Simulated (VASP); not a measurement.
# I (Fm-3m) in VASP: further runs

The runs below take I through single point, relaxation of cell and atoms, with r2SCAN.

Program: VASP 6.6.1. These are calculated values, not measurements. Logs are shortened: lines on timing, memory, paths and dates and some standing lists are left out, and cuts for length are marked.

## (1) The cell of the first run

It takes space group Fm-3m (No. 225, cubic). Conventional cell: a = 5.733 Å, b = 5.733 Å, c = 5.733 Å, α = 90.00°, β = 90.00°, γ = 90.00°. Within 5.3 Å of I (site symmetry m-3m) lie 12 I at 4.05 Å.

## (2) Single point, r2SCAN

POSCAR

```
I
1.0
    0.0000000000      2.8664255572      2.8664255572
    2.8664255572      0.0000000000      2.8664255572
    2.8664255572      2.8664255572      0.0000000000
I
1
Direct
    0.0000000000      0.0000000000      0.0000000000
```

INCAR.step1

```
  ALGO = Normal
  EDIFF = 1E-4
  ENCUT = 520
  GGA = PE
  ISMEAR = 0
  LASPH = True
  LCHARG = False
  LREAL = False
  LWAVE = True
  NBANDS = 10
  NELM = 80
  PREC = Accurate
  SIGMA = 0.1
```

INCAR.step2

```
  ALGO = Normal
  EDIFF = 1E-7
  ENCUT = 520
  ISIF = 2
  ISMEAR = 0
  ISTART = 1
  LASPH = True
  LCHARG = False
  LMIXTAU = True
  LREAL = False
  LWAVE = False
  METAGGA = R2SCAN
  NBANDS = 10
  NELM = 80
  PREC = Accurate
  SIGMA = 0.1
```

KPOINTS

```
k-points
0
Gamma
  6 6 6
```

Potentials or basis: VASP PAW PBE potentials, release 64 (I).

Command:

```bash
cat potpaw_PBE.64/I/POTCAR > POTCAR
cp INCAR.step1 INCAR
mpirun -np 1 vasp_std > vasp.out
cp INCAR.step2 INCAR
mpirun -np 1 vasp_std > vasp.out
```

OUTCAR:

```text
EDIFF = 1E-7
   ENCUT = 520
   ISIF = 2
   ISMEAR = 0
   ISTART = 1
   LASPH = True
   LREAL = False
   METAGGA = R2SCAN
   NELM = 80
   PREC = Accurate

 ion  position               nearest neighbor table
   1  0.000  0.000  0.000-

  LATTYP: Found a face centered cubic cell.
 ALAT       =     5.7328511144

  Lattice vectors:

 A1 = (   0.0000000000,   2.8664255572,   2.8664255572)
 A2 = (   2.8664255572,   0.0000000000,   2.8664255572)
 A3 = (   2.8664255572,   2.8664255572,   0.0000000000)

Analysis of symmetry for initial positions (statically):
=====================================================================
 Subroutine PRICEL returns:
 Original cell was already a primitive cell.

 Routine SETGRP: Setting up the symmetry group for a
 face centered cubic supercell.

 Subroutine GETGRP returns: Found 48 space group operations
 (whereof 48 operations were pure point group operations)
 out of a pool of 48 trial point group operations.

The static configuration has the point symmetry O_h .

Analysis of symmetry for dynamics (positions and initial velocities):
=====================================================================
 Subroutine PRICEL returns:
 Original cell was already a primitive cell.

 Routine SETGRP: Setting up the symmetry group for a
 face centered cubic supercell.

 Subroutine GETGRP returns: Found 48 space group operations
 (whereof 48 operations were pure point group operations)
 out of a pool of 48 trial point group operations.

The dynamic configuration has the point symmetry O_h .

 Subroutine INISYM returns: Found 48 space group operations
 (whereof 48 operations are pure point group operations),
 and found     1 'primitive' translations

----------------------------------------------------------------------------------------

                                     Primitive cell

  volume of cell :      47.1034

  direct lattice vectors                    reciprocal lattice vectors
     0.000000000  2.866425557  2.866425557    -0.174433276  0.174433276  0.174433276
     2.866425557  0.000000000  2.866425557     0.174433276 -0.174433276  0.174433276
     2.866425557  2.866425557  0.000000000     0.174433276  0.174433276 -0.174433276

  length of vectors
     4.053737899  4.053737899  4.053737899     0.302127296  0.302127296  0.302127296

  position of ions in fractional coordinates (direct lattice)
     0.000000000  0.000000000  0.000000000

  ion indices of the primitive-cell ions
[... 68 lines left out ...]
   NSW    =      0    number of steps for IOM
   IBRION =     -1    ionic relax: 0-MD 1-quasi-New 2-CG
   NFREE  =      0    steps in history (QN), initial steepest desc. (CG)
   ISIF   =      2    stress and relaxation
   ISYM   =      2    0-nonsym 1-usesym 2-fastsym
   POTIM  = 0.5000    time-step for ionic-motion
   TEBEG  =    0.0;   TEEND  =   0.0 temperature during run
   PSTRESS=    0.0 pullay stress
   NELECT =       7.0000    total number of electrons
   NUPDOWN=      -1.0000    fix difference up-down
   EMIN   =  10.00;   EMAX   =-10.00  energy-range for DOS
   EFERMI =   0.00;   METHOD = LEGACY
   ISMEAR =     0;   SIGMA  =   0.10  broadening in eV -4-tet -1-fermi 0-gaus
   EFERMI_NEDOS =   21; number of points for ismear=-14 and -15
   IALGO  =     38    algorithm
   IMIX   =      4    mixing-type and parameters
     AMIX     =   0.40;   BMIX     =  1.00
     AMIX_MAG =   1.60;   BMIX_MAG =  1.00
  volume/ion in A,a.u.               =      47.10       317.87
  Fermi-wavevector in a.u.,A,eV,Ry     =   0.867142  1.638661 10.230698  0.751935
  Thomas-Fermi vector in A             =   1.985633
   LORBIT       =      0    0 simple, 1 ext, 2 COOP (PROOUT), +10 PAW based schemes
   METAGGA = R2SCAN    functional components
   LHFCALC =     F    Hartree Fock is set to
   AEXX    =    0.0000 exact exchange contribution
   IVDW    =     0    specifies the selected vdW correction
   LEPSILON=     F    determine dielectric tensor
   LRPA    =     F    only Hartree local field effects (RPA)
 non-spin polarized calculation
 Gauss-broadening in eV      SIGMA  =   0.10
  energy-cutoff  :      520.00
  volume of cell :       47.10
 maximum number of plane-waves:      1303
   NGX = 15   NGY = 15   NGZ = 15

 number of electron       7.0000000 magnetization

 Free energy of the ion-electron system (eV)
  ---------------------------------------------------
  ext. energy  EPLUGINS =         0.00000000
  ---------------------------------------------------
  free energy    TOTEN  =       -23.87358064 eV

  energy without entropy =      -23.85885644  energy(sigma->0) =      -23.86621854

 E-fermi :   0.9131     XC(G=0):  -8.1351

 val. band max:        0.8880290414   @ k =   0.3333   0.1667   0.0000
 cond. band min:       1.0752146811   @ k =  -0.3333   0.1667   0.0000
 fundamental gap:      0.1871856397
 Fermi energy:         0.9130842776

 k-point     1 :       0.0000    0.0000    0.0000
  band No.  band energies     occupation
      1     -11.3891      2.00000
      2       1.5121      0.00000
      3       1.5121      0.00000
      4       1.5121      0.00000
      5       7.7572      0.00000
      6      11.2885      0.00000
      7      11.2885      0.00000
      8      11.2885      0.00000
      9      13.9510      0.00000
     10      14.1823      0.00000
[... 183 lines left out ...]
 k-point    16 :      -0.3333    0.5000    0.1667
  band No.  band energies     occupation
      1     -10.4381      2.00000
      2      -1.2297      2.00000
      3      -0.3334      2.00000
      4       0.0865      2.00000
      5       8.3141      0.00000
      6       9.4859      0.00000
      7      12.7718      0.00000
      8      13.1429      0.00000
      9      17.5556      0.00000
     10      17.6477      0.00000

------------------------ aborting loop because EDIFF is reached ----------------------------------------

  FORCE on cell =-STRESS in cart. coord.  units (eV):
  Direction    XX          YY          ZZ          XY          YZ          ZX
  --------------------------------------------------------------------------------------
  -------------------------------------------------------------------------------------
  Total       -0.9977565     -0.9977565     -0.9977565     -0.0000000     -0.0000000     -0.0000000
  in kB      -33.9377582    -33.9377582    -33.9377582     -0.0000000     -0.0000000     -0.0000000
  external PRESSURE =     -33.9377582 kB  Pullay stress =       0.0000000 kB

 VOLUME and BASIS-vectors are now :
 -----------------------------------------------------------------------------
  energy-cutoff  :      520.00
  volume of cell :       47.10
      direct lattice vectors                 reciprocal lattice vectors
     0.000000000  2.866425557  2.866425557    -0.174433276  0.174433276  0.174433276
     2.866425557  0.000000000  2.866425557     0.174433276 -0.174433276  0.174433276
     2.866425557  2.866425557  0.000000000     0.174433276  0.174433276 -0.174433276

 POSITION                                       TOTAL-FORCE (eV/Angst)
 -----------------------------------------------------------------------------------
      0.00000      0.00000      0.00000        -0.000000     -0.000000     -0.000000
 -----------------------------------------------------------------------------------
    total drift:                               -0.000000     -0.000000     -0.000000

  FREE ENERGIE OF THE ION-ELECTRON SYSTEM (eV)
  ---------------------------------------------------
  free  energy   TOTEN  =       -23.8735806362 eV

  energy  without entropy=      -23.8588564352  energy(sigma->0) =      -23.86621854
```

OUTCAR.step1:

```text
EDIFF = 1E-4
   ENCUT = 520
   GGA = PE
   ISMEAR = 0
   LASPH = True
   LREAL = False
[... 411 lines left out ...]

 POSITION                                       TOTAL-FORCE (eV/Angst)
 -----------------------------------------------------------------------------------
      0.00000      0.00000      0.00000        -0.000000      0.000000      0.000000
 -----------------------------------------------------------------------------------
    total drift:                               -0.000000     -0.000000     -0.000000

  FREE ENERGIE OF THE ION-ELECTRON SYSTEM (eV)
  ---------------------------------------------------
  free  energy   TOTEN  =        -0.8901637870 eV

  energy  without entropy=       -0.8754237280  energy(sigma->0) =       -0.88279376
```

OSZICAR.step1:

```text
N       E                     dE             d eps       ncg     rms          rms(c)
DAV:   1     0.211847549081E+02    0.21185E+02   -0.25852E+03   320   0.496E+02
DAV:   2     0.674834149331E-01   -0.21117E+02   -0.20869E+02   448   0.803E+01
DAV:   3    -0.880982950852E+00   -0.94847E+00   -0.90977E+00   374   0.167E+01
DAV:   4    -0.892423554441E+00   -0.11441E-01   -0.11438E-01   394   0.248E+00
DAV:   5    -0.892642589872E+00   -0.21904E-03   -0.21903E-03   394   0.337E-01    0.157E+00
DAV:   6    -0.890301986720E+00    0.23406E-02   -0.39495E-03   378   0.274E-01    0.980E-01
DAV:   7    -0.890129484493E+00    0.17250E-03   -0.60632E-03   340   0.349E-01    0.169E-01
DAV:   8    -0.890163786979E+00   -0.34302E-04   -0.32997E-04   374   0.807E-02
   1 F= -.89016379E+00 E0= -.88279376E+00  d E =-.147401E-01
```

Run time: 19 s. Hardware: 1 thread of Intel Xeon 6975P-C (Granite Rapids), shared host; peak memory 0.16 GiB.

Results:

* Free energy: -23.8736 eV
* Pressure: -3.4 GPa
* Band gap on the k mesh: zero (an odd number of electrons rules out a gap without spin polarisation)

Levels at points of the mesh, in eV from the Fermi level:
| k point | band 1 | band 2 | band 3 | band 4 | band 5 | band 6 | band 7 | band 8 |
| --- | --- | --- | --- | --- | --- | --- | --- | --- |
| (0.00, 0.00, 0.00) | -12.30 | 0.60 | 0.60 | 0.60 | 6.84 | 10.38 | 10.38 | 10.38 |
| (0.50, 0.00, 0.00) | -11.60 | -2.79 | 0.18 | 0.18 | 7.36 | 9.93 | 9.93 | 11.73 |
| (0.50, 0.50, 0.00) | -11.36 | -2.51 | -0.65 | -0.65 | 6.24 | 7.13 | 14.87 | 15.81 |

Caveat: the cell stands under tension; the PAW data sets were made with another functional, which shifts forces and pressure a little; spin-orbit coupling is left out, which moves the levels of the heavy elements; an odd number of electrons without spin polarisation forces a metal; a magnetic or distorted state may lie lower.

(Part 1 of 2 ends here.)
